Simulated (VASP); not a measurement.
Input of a VASP 6.6.1 run:

File INCAR:

```
SYSTEM = CuH4
ALGO = Normal
EDIFF = 1E-6
EDIFFG = -0.01
ENCUT = 600
GGA = PE
IBRION = 2
ISIF = 3
ISMEAR = 0
LASPH = .TRUE.
LCHARG = .FALSE.
LREAL = .FALSE.
LWAVE = .FALSE.
NELM = 80
NSW = 100
PREC = Accurate
SIGMA = 0.1
```

KPOINTS

```
k-points
0
G
  8 8 16
  0 0 0
```

File POSCAR:

```
CuH4
1.0
    2.9768825237     -4.4388911903      0.0000000000
    2.9768825237      4.4388911903      0.0000000000
    0.0000000000      0.0000000000      2.4041448011
Cu H
1 4
Direct
    0.0000000000      0.0000000000      0.0000000000
    0.5630734617      0.5630734617      0.0000000000
    0.4369265383      0.4369265383      0.0000000000
    0.1236435142      0.8763564858      0.5000000000
    0.8763564858      0.1236435142      0.5000000000
```

Potentials or basis: VASP PAW PBE potentials, release 64 (Cu, H).

The run is started by

```console
$ cat potpaw_PBE.64/Cu/POTCAR potpaw_PBE.64/H/POTCAR > POTCAR
$ mpirun -np 1 vasp_std > vasp.out
```

Problem. What does it give for the relaxed volume?

Solution. 12.72 Å³/atom.

Problem. Predict the relaxed cell.

Solution. a = 5.345 Å, b = 5.345 Å, c = 2.407 Å, α = 90.00°, β = 90.00°, γ = 112.34°.

Problem. Estimate the space group after relaxing (to 0.05 Å).

Solution. Cmmm (No. 65).

Forces in eV/Å, atoms in the order of the input:
```
Cu   0.000  0.000  0.000
H    0.007  0.000  0.000
H   -0.007  0.000  0.000
H    0.000  0.004  0.000
H    0.000 -0.004  0.000
```
